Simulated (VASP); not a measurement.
Input of a VASP 6.6.1 run:

Contents of POSCAR:

```
K3SiF6
1.0
    0.0000000000      4.3382340000      4.3382340000
    4.3382340000      0.0000000000      4.3382340000
    4.3382340000      4.3382340000      0.0000000000
K Si F
3 1 6
Direct
    0.2500000000      0.2500000000      0.2500000000
    0.7500000000      0.7500000000      0.7500000000
    0.0000000000      0.0000000000      0.0000000000
    0.5000000000      0.5000000000      0.5000000000
    0.7098000000      0.2902000000      0.2902000000
    0.2902000000      0.7098000000      0.2902000000
    0.2902000000      0.7098000000      0.7098000000
    0.7098000000      0.2902000000      0.7098000000
    0.2902000000      0.2902000000      0.7098000000
    0.7098000000      0.7098000000      0.2902000000
```

The input INCAR.step1:

```
SYSTEM = K3SiF6
ALGO = Normal
EDIFF = 1E-4
ENCUT = 520
GGA = PE
ISMEAR = 0
ISYM = 0
LASPH = .TRUE.
LCHARG = .FALSE.
LREAL = .FALSE.
LWAVE = .TRUE.
NBANDS = 48
NELM = 60
PREC = Accurate
SIGMA = 0.0222
```

File INCAR.step2:

```
SYSTEM = K3SiF6
ALGO = Normal
EDIFF = 1E-7
ENCUT = 520
ISIF = 2
ISMEAR = 0
ISTART = 1
ISYM = 0
LASPH = .TRUE.
LCHARG = .FALSE.
LMIXTAU = .TRUE.
LREAL = .FALSE.
LWAVE = .FALSE.
METAGGA = R2SCAN
NBANDS = 48
NELM = 60
PREC = Accurate
SIGMA = 0.0222
```

KPOINTS

```
k-points
0
G
  4 4 4
  0 0 0
```

Potentials or basis: VASP PAW PBE potentials, release 64 (K_sv, Si, F).

Command:

```bash
$ cat potpaw_PBE.64/K_sv/POTCAR potpaw_PBE.64/Si/POTCAR potpaw_PBE.64/F/POTCAR > POTCAR
$ cp INCAR.step1 INCAR
$ mpirun -np 1 vasp_std > vasp.out
$ cp INCAR.step2 INCAR
$ mpirun -np 1 vasp_std > vasp.out
```

**Question.** What does it give for the largest force?

**Answer.** 0.968 eV/Å.

**Question.** Predict the band gap on the k mesh.

**Answer.** Zero (an odd number of electrons rules out a gap without spin polarisation).

Forces on the atoms (eV/Å):
```
K    0.000  0.000  0.000
K    0.000  0.000  0.000
K    0.000  0.000  0.000
Si   0.000  0.000  0.000
F    0.968  0.000  0.000
F    0.000  0.968  0.000
F   -0.968  0.000  0.000
F    0.000 -0.968  0.000
F    0.000  0.000  0.968
F    0.000  0.000 -0.968
```

Caveat: the PAW data sets were made with another functional, which shifts forces and pressure a little; an odd number of electrons without spin polarisation forces a metal; a magnetic or distorted state may lie lower.
